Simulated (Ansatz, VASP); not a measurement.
Two plane-wave programs on HfN

```
Hf N
1.0
     0.00000    2.25900    2.07828
     2.25900    0.00000    2.07828
     2.25900    2.25900    0.00000
Hf N
1 1
Cartesian
  0.0000 0.0000 0.0000
  2.2590 2.2590 2.0783
```

Change from the starting cell: strain +0.000 along x and y, -0.080 along z, atoms carried along.

Alike in both runs: task single point; functional PBEsol; k mesh 18 × 18 × 18; occupations gaussian, width 0.15 eV; no spin polarisation.

|  | VASP | Ansatz |
| --- | --- | --- |
| version | VASP 6.6.1 | Ansatz 0.2.0 |
| potentials or method | VASP PAW PBE potentials, release 64 (Hf_pv, N), cutoff 520 eV | scalar-relativistic, plane waves, PAW |
| valence electrons in the cell | 15 | 31 |

```tsv
	VASP	Ansatz	Ansatz less VASP
gap on the k mesh at the Fermi level (eV)	none	none	-
pressure (GPa)	27.7	29.7	+1.95
traceless stress, the component that is largest in VASP (GPa)	46.15	45.71	-0.438
```

VASP's potentials were made for PBE, not for PBEsol. A gap of «none» marks a metal or a gap that the smearing closes. The functional is the same, so the differences come from potentials, cutoffs and numerics. VASP's potentials hold 15 valence electrons a cell and Ansatz's 31, so a difference there can come from the potentials and not from the codes.

Neither program's run includes spin-orbit coupling.
